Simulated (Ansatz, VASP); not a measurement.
# GaGe2: VASP beside Ansatz

```
Ga Ge
1.0
     4.34923    0.00000    0.00000
    -2.17461    3.76654    0.00000
     0.00000    0.00000    3.82378
Ga Ge
1 2
Direct
  0.00000 0.00000 0.00000
  0.33333 0.66667 0.50000
  0.66667 0.33333 0.50000
```

Alike in both runs: functional r2SCAN; k mesh 12 × 12 × 10; occupations gaussian, width 0.1 eV; no spin polarisation.

Ansatz relaxed the structure, and its values are those at the end. VASP's run is a single point on that final structure, the one shown.

|  | VASP | Ansatz |
| --- | --- | --- |
| version | VASP 6.6.1 | Ansatz 0.2.0 |
| potentials or method | VASP PAW PBE potentials, release 64 (Ga_d, Ge_d), cutoff 520 eV | scalar-relativistic, plane waves, PAW |
| valence electrons in the cell | 41 | 41 |

Ansatz gave:

| Item | Value |
| --- | --- |
| gap on the k mesh at the Fermi level (eV) | none |
| pressure (GPa) | 0.0 |

Task: What did VASP give for the same quantities?

Result: gap on the k mesh at the Fermi level (eV): none; pressure (GPa): -0.1.

VASP's potentials were made for PBE, not for r2SCAN. A gap of «none» marks a metal or a gap that the smearing closes.
